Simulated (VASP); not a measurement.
# BN (R3m) in VASP: vibrations by perturbation theory with LDA

Aim: the vibrations by perturbation theory of BN with LDA.

Program: VASP 6.6.1. These are calculated values, not measurements. Logs are shortened: lines on timing, memory, paths and dates and some standing lists are left out, and cuts for length are marked.

## Step 1: The cell of the first run

It takes space group R3m (No. 160, trigonal). The conventional cell has a = 2.502 Å, b = 2.502 Å, c = 10.119 Å, α = 90.00°, β = 90.00°, γ = 120.00°. Within 1.9 Å of B (site symmetry 3m) lie 3 N at 1.44 Å. Within 1.9 Å of N (site symmetry 3m) lie 3 B at 1.44 Å.

## Step 2: Vibrations by perturbation theory, LDA

Contents of INCAR:

```
SYSTEM = BN
  ALGO = Normal
  EDIFF = 1E-8
  ENCUT = 520
  IBRION = 8
  ISIF = 2
  ISMEAR = 1
  LASPH = .True.
  LCHARG = .False.
  LREAL = .False.
  LWAVE = .False.
  NBANDS = 11
  NELM = 100
  NSW = 1
  PREC = Accurate
  SIGMA = 0.05
```

Contents of KPOINTS:

```
k-points
0
Gamma
  8 8 8
  0 0 0
```

Contents of POSCAR:

```
BN
1.0
    1.2511220000      0.7223350000      3.3729340000
   -1.2511220000      0.7223350000      3.3729340000
    0.0000000000     -1.4446710000      3.3729340000
B N
1 1
Direct
    0.9996710000      0.9996710000      0.9996710000
    0.3327620000      0.3327620000      0.3327620000
```

Potentials or basis: VASP PAW LDA potentials, release 64 (B, N).

Command:

```
$ cat potpaw_LDA.64/B/POTCAR potpaw_LDA.64/N/POTCAR > POTCAR
$ mpirun -np 1 vasp_std > vasp.out
```

OUTCAR:

```text
SYSTEM = BN
   EDIFF = 1E-8
   ENCUT = 520
   IBRION = 8
   ISIF = 2
   ISMEAR = 1
   LASPH = .True.
   LREAL = .False.
   NELM = 100
   NSW = 1
   PREC = Accurate

 ion  position               nearest neighbor table
   1  1.000  1.000  1.000-   2 1.44   2 1.44   2 1.44
   2  0.333  0.333  0.333-   1 1.44   1 1.44   1 1.44

  LATTYP: Found a trigonal (rhomboedric) cell.
 ALAT       =     3.6692993717
 COS(alpha) =     0.7674785490

  Lattice vectors:

 A1 = (   1.2511220000,   0.7223350000,   3.3729340000)
 A2 = (  -1.2511220000,   0.7223350000,   3.3729340000)
 A3 = (   0.0000000000,  -1.4446710000,   3.3729340000)

Analysis of symmetry for initial positions (statically):
=====================================================================
 Subroutine PRICEL returns:
 Original cell was already a primitive cell.

 Routine SETGRP: Setting up the symmetry group for a
 trigonal (rhombohedral) supercell.

 Subroutine GETGRP returns: Found  6 space group operations
 (whereof  6 operations were pure point group operations)
 out of a pool of 12 trial point group operations.

The static configuration has the point symmetry C_3v.

Analysis of symmetry for dynamics (positions and initial velocities):
=====================================================================
 Subroutine PRICEL returns:
 Original cell was already a primitive cell.

 Routine SETGRP: Setting up the symmetry group for a
 trigonal (rhombohedral) supercell.

 Subroutine GETGRP returns: Found  6 space group operations
 (whereof  6 operations were pure point group operations)
 out of a pool of 12 trial point group operations.

The dynamic configuration has the point symmetry C_3v.

 Subroutine INISYM returns: Found  6 space group operations
 (whereof  6 operations are pure point group operations),
 and found     1 'primitive' translations

----------------------------------------------------------------------------------------

                                     Primitive cell

  volume of cell :      18.2893

  direct lattice vectors                    reciprocal lattice vectors
     1.251122000  0.722335000  3.372934000     0.399641282  0.230733094  0.098825951
    -1.251122000  0.722335000  3.372934000    -0.399641282  0.230733094  0.098825951
     0.000000000 -1.444671000  3.372934000     0.000000000 -0.461466189  0.098825883

  length of vectors
     3.669299372  3.669299372  3.669299397     0.471929533  0.471929533  0.471929654

  position of ions in fractional coordinates (direct lattice)
     0.999671000  0.999671000  0.999671000
     0.332762000  0.332762000  0.332762000

  ion indices of the primitive-cell ions
   primitive index   ion index
                 1           1
                 2           2

----------------------------------------------------------------------------------------

 KPOINTS: k-points

Automatic generation of k-mesh.
 Grid dimensions read from file:
 generate k-points for:    8    8    8

 Generating k-lattice:

  Cartesian coordinates                     Fractional coordinates (reciprocal lattice)
     0.049955160  0.028841637  0.012353244     0.125000000 -0.000000000  0.000000000
    -0.049955160  0.028841637  0.012353244    -0.000000000  0.125000000  0.000000000
     0.000000000 -0.057683274  0.012353235     0.000000000  0.000000000  0.125000000

  Length of vectors
     0.058991192  0.058991192  0.058991207

  Shift w.r.t. Gamma in fractional coordinates (k-lattice)
     0.000000000  0.000000000  0.000000000

 Subroutine IBZKPT returns following result:
 ===========================================

 Found     65 irreducible k-points:

 Following reciprocal coordinates:
            Coordinates               Weight
  0.000000  0.000000  0.000000      1.000000
  0.125000 -0.000000  0.000000      6.000000
  0.250000 -0.000000  0.000000      6.000000
  0.375000  0.000000  0.000000      6.000000
  0.500000 -0.000000  0.000000      3.000000
  0.125000  0.125000  0.000000      6.000000
[... 16 lines left out ...]
  0.250000  0.125000  0.125000      6.000000
  0.375000  0.125000  0.125000      6.000000
 [... further k-points ...]
   k-points           NKPTS =     65   k-points in BZ     NKDIM =     65   number of bands    NBANDS=     11
   number of dos      NEDOS =    301   number of ions     NIONS =      2
   total plane-waves  NPLWV =  21952
   dimension x,y,z NGX =    28 NGY =   28 NGZ =   28
   dimension x,y,z NGXF=    56 NGYF=   56 NGZF=   56
   ions per type =               1   1
   NGX,Y,Z   is equivalent  to a cutoff of  12.69, 12.69, 12.69 a.u.
   NGXF,Y,Z  is equivalent  to a cutoff of  25.37, 25.37, 25.37 a.u.
 SYSTEM =  BN
   PREC   = accura    normal or accurate (medium, high low for compatibility)
   ISTART =      0    job   : 0-new  1-cont  2-samecut
   ICHARG =      2    charge: 1-file 2-atom 10-const
   ISPIN  =      1    spin polarized calculation?
   LNONCOLLINEAR =      F non collinear calculations
   LSORBIT =      F    spin-orbit coupling
   LASPH  =      T    aspherical Exc in radial PAW
   ENCUT  =  520.0 eV  38.22 Ry    6.18 a.u.   6.82  6.82  6.82*2*pi/ulx,y,z
   NELM   =    100;   NELMIN=  2; NELMDL= -5     # of ELM steps
   EDIFF  = 0.1E-07   stopping-criterion for ELM
   LREAL  =      F    real-space projection
   EDIFFG = 0.1E-06   stopping-criterion for IOM
   NSW    =      1    number of steps for IOM
   IBRION =      8    ionic relax: 0-MD 1-quasi-New 2-CG
   NFREE  =      0    steps in history (QN), initial steepest desc. (CG)
   ISIF   =      2    stress and relaxation
   ISYM   =      2    0-nonsym 1-usesym 2-fastsym
   POTIM  = 0.5000    time-step for ionic-motion
   TEBEG  =    0.0;   TEEND  =   0.0 temperature during run
   PSTRESS=    0.0 pullay stress
   NELECT =       8.0000    total number of electrons
   NUPDOWN=      -1.0000    fix difference up-down
   EMIN   =  10.00;   EMAX   =-10.00  energy-range for DOS
   EFERMI =   0.00;   METHOD = LEGACY
   ISMEAR =     1;   SIGMA  =   0.05  broadening in eV -4-tet -1-fermi 0-gaus
   EFERMI_NEDOS =   21; number of points for ismear=-14 and -15
   IALGO  =     38    algorithm
   IMIX   =      4    mixing-type and parameters
     AMIX     =   0.40;   BMIX     =  1.00
     AMIX_MAG =   1.60;   BMIX_MAG =  1.00
  volume/ion in A,a.u.               =       9.14        61.71
  Fermi-wavevector in a.u.,A,eV,Ry     =   1.242717  2.348395 21.012102  1.544346
  Thomas-Fermi vector in A             =   2.377059
   LORBIT       =      0    0 simple, 1 ext, 2 COOP (PROOUT), +10 PAW based schemes
   GGA     = CA    functional components
   LHFCALC =     F    Hartree Fock is set to
   AEXX    =    0.0000 exact exchange contribution
   IVDW    =     0    specifies the selected vdW correction
   LEPSILON=     F    determine dielectric tensor
   LRPA    =     F    only Hartree local field effects (RPA)
 non-spin polarized calculation
 Methfessel and Paxton  Order N= 1 SIGMA  =   0.05
  energy-cutoff  :      520.00
  volume of cell :       18.29
 maximum number of plane-waves:       517
   NGX = 13   NGY = 13   NGZ = 13

--------------------------------------- Ionic step        1  -------------------------------------------

 number of electron       8.0000000 magnetization

 Free energy of the ion-electron system (eV)
  ---------------------------------------------------
  ext. energy  EPLUGINS =         0.00000000
  ---------------------------------------------------
  free energy    TOTEN  =       -19.28623425 eV

  energy without entropy =      -19.28628380  energy(sigma->0) =      -19.28625077

 E-fermi :   2.0370     XC(G=0): -10.4316

 val. band max:        1.9966257873   @ k =  -0.1250   0.5000   0.1250
 cond. band min:       6.0930220584   @ k =   0.5000   0.5000   0.0000
 fundamental gap:      4.0963962711
 Fermi energy:         2.0369513276

 k-point     1 :       0.0000    0.0000    0.0000
  band No.  band energies     occupation
      1     -15.5632      2.00000
      2      -2.2029      2.00000
      3       0.7050      2.00000
      4       0.7050      2.00000
      5       6.8454      0.00000
      6      13.5663      0.00000
      7      13.5663      0.00000
      8      14.9757      0.00000
      9      16.8086      0.00000
     10      27.6476      0.00000
     11      29.4374      0.00000
[... 309 lines left out ...]
 k-point    24 :       0.3750    0.1250    0.1250
  band No.  band energies     occupation
      1     -14.3007      2.00000
      2      -3.0707      2.00000
      3      -1.5018      2.00000
      4      -0.9053      2.00000
      5       9.6984      0.00000
      6      12.2358      0.00000
      7      13.4717      0.00000
      8      18.0138      0.00000
      9      18.8688      0.00000
     10      23.5180      0.00000
     11      25.5904      0.00000

 [... further k-points ...]
[... 5 lines left out ...]
  --------------------------------------------------------------------------------------
  -------------------------------------------------------------------------------------
  Total       -0.5902394     -0.5902390     -0.1282078      0.0000000      0.0000000      0.0000000
  in kB      -51.7060306    -51.7059891    -11.2312352      0.0000000      0.0000011      0.0000000
  external PRESSURE =     -38.2144183 kB  Pullay stress =       0.0000000 kB

 VOLUME and BASIS-vectors are now :
 -----------------------------------------------------------------------------
  energy-cutoff  :      520.00
  volume of cell :       18.29
      direct lattice vectors                 reciprocal lattice vectors
     1.251122000  0.722335000  3.372934000     0.399641282  0.230733094  0.098825951
    -1.251122000  0.722335000  3.372934000    -0.399641282  0.230733094  0.098825951
     0.000000000 -1.444671000  3.372934000     0.000000000 -0.461466189  0.098825883

 POSITION                                       TOTAL-FORCE (eV/Angst)
 -----------------------------------------------------------------------------------
      0.00000     -0.00000     10.11547         0.000000      0.000000     -0.002067
      0.00000     -0.00000      3.36715         0.000000     -0.000000      0.002067
 -----------------------------------------------------------------------------------
    total drift:                                0.000000      0.000022     -0.000026

  FREE ENERGIE OF THE ION-ELECTRON SYSTEM (eV)
  ---------------------------------------------------
  free  energy   TOTEN  =       -19.2862342499 eV

  energy  without entropy=      -19.2862838025  energy(sigma->0) =      -19.28625077

[... ionic steps 2 to 3 ...]

--------------------------------------- Ionic step        4  -------------------------------------------

------------------------ aborting loop because EDIFF is reached ----------------------------------------
[... 11 lines left out ...]
[... ionic steps 8 to 8 ...]

--------------------------------------- Ionic step        9  -------------------------------------------

 Free energy of the ion-electron system (eV)
  ---------------------------------------------------
  ---------------------------------------------------
  free energy    TOTEN  =        -0.24363691 eV

  energy without entropy =       -0.24363695

------------------------ aborting loop because EDIFF is reached ----------------------------------------

 INTERNAL STRAIN TENSOR  FOR ION    2  DIRECTION 3   (eV/Angst):
 -----------------------------------------------------------------------------
    -0.08797  0.00000  0.00000
     0.00000 -0.08797 -0.00000
     0.00000 -0.00000  0.40118

 INTERNAL STRAIN TENSOR FOR ION    2 for displacements in x,y,z  (eV/Angst):
          X           Y           Z          XY          YZ          ZX
  --------------------------------------------------------------------------------
  x     0.00000     0.00000    -0.00000    12.05726     0.00000     0.17870
  y    12.05726   -12.05725    -0.00000     0.00000     0.10068     0.00000
  z    -0.08797    -0.08797     0.40118     0.00000    -0.00000     0.00000

 SECOND DERIVATIVES (NOT SYMMETRIZED)
 ------------------------------------
               1X          1Y          1Z          2X          2Y          2Z
  1X   -41.017367    0.000000    0.000000   41.017367    0.000000    0.000000
  1Y    -0.000000  -41.017334    0.000001    0.000000   41.017334   -0.000001
  1Z     0.000000    0.000001  -13.302190    0.000000   -0.000001   13.302190
  2X    41.023077   -0.000000    0.000000  -41.023077    0.000000    0.000000
  2Y     0.000000   41.023044   -0.000001   -0.000000  -41.023044    0.000001
  2Z     0.000000   -0.000001   13.299836    0.000000    0.000001  -13.299836

 Eigenvectors and eigenvalues of the dynamical matrix
 ----------------------------------------------------

   1 f  =   40.538363 THz   254.710048 2PiTHz 1352.214246 cm-1   167.653124 meV
             X         Y         Z           dx          dy          dz
      0.000000 -0.000001 10.115473    -0.751165   -0.000000    0.000000
      0.000000 -0.000000  3.367153     0.660114    0.000000   -0.000000
[... 21 lines left out ...]
   6 f/i=    0.001399 THz     0.008790 2PiTHz    0.046663 cm-1     0.005785 meV
             X         Y         Z           dx          dy          dz
      0.000000 -0.000001 10.115473    -0.659797   -0.020451    0.000000
      0.000000 -0.000000  3.367153    -0.750805   -0.023272    0.000000

--------------------------------------------------------------------------------------------------------

 ELASTIC MODULI CONTR FROM IONIC RELAXATION (kBar)
 Direction    XX          YY          ZZ          XY          YZ          ZX
 --------------------------------------------------------------------------------
 XX        -308.1005    308.0005      0.2242      0.0000     -2.9540      0.0000
 YY         308.0005   -308.1000      0.2242     -0.0000      2.9540     -0.0000
 ZZ           0.2242      0.2242     -1.0078      0.0000      0.0000      0.0000
 XY           0.0000     -0.0000      0.0000   -308.0504      0.0000     -4.0726
 YZ          -2.9540      2.9540      0.0000      0.0000     -0.0283      0.0000
 ZX           0.0000     -0.0000      0.0000     -4.0726      0.0000     -0.0538
 --------------------------------------------------------------------------------
```

Run time: 5.7 min. Hardware: 1 thread of Intel Xeon Platinum 8375C at 2.90GHz (Ice Lake), shared host; peak memory 0.25 GiB.

What came out:

```
Highest phonon frequency at Γ, LO-TO splitting left out : 1352 cm⁻¹
```

Phonon frequencies in cm⁻¹ (negative: imaginary):
```
              q point          frequencies
(0.000, 0.000, 0.000)  0 0 0 770 1352 1352
```

Caveat: the k points lie up to 0.37 Å⁻¹ apart; the cell wasn't relaxed at this level first, which shifts response properties.
